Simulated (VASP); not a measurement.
Set up this calculation in VASP 6.6.1, as the native input.

```yaml
Task: single point
Functional: PBE
Potentials_or_basis: VASP PAW PBE potentials, release 64 (Sn_d, H)
Cutoff: 520 eV
k_mesh: 12 × 12 × 8
Occupations: gaussian, width 0.1 eV
Spin: no spin polarisation
Dipole_correction: no
Further_INCAR_settings: ALGO = Normal; EDIFF = 1e-06; NBANDS = 18
```

The structure of SnH5 lies in POSCAR:

```
SnH5
1.0
    3.5049073851      0.0000000000      0.0000000000
   -1.7524536925      3.0353388334      0.0000000000
    0.0000000000      0.0000000000      5.5932034905
Sn H
1 5
Direct
    0.3333333333      0.6666666667      0.0000000000
    0.6666666667      0.3333333333      0.6729980035
    0.3333333333      0.6666666667      0.5685546120
    0.6666666667      0.3333333333      0.5000000000
    0.3333333333      0.6666666667      0.4314453880
    0.6666666667      0.3333333333      0.3270019965
```

The input as run:

INCAR

```
PREC = Accurate
ENCUT = 520
EDIFF = 1E-6
ISMEAR = 0
SIGMA = 0.1
LREAL = F
LASPH = T
NELM = 100
ALGO = Normal
ISIF = 2
LWAVE = F
LCHARG = F
GGA = PE
NBANDS = 18
```

KPOINTS

```
Automatic mesh
0
Gamma
  12 12 8
```

Potentials or basis: VASP PAW PBE potentials, release 64 (Sn_d, H).

Run with:

```bash
$ cat potpaw_PBE.64/Sn_d/POTCAR potpaw_PBE.64/H/POTCAR > POTCAR
$ mpirun -np 1 vasp_std > vasp.out
```

Results of the run:

```yaml
Pressure: -0.2 GPa
Largest_force: 0.004 eV/Å
```

Run time: 41 s on 1 thread of Intel(R) Xeon(R) 6975P-C (Granite Rapids) (shared host), peak memory 0.23 GiB.
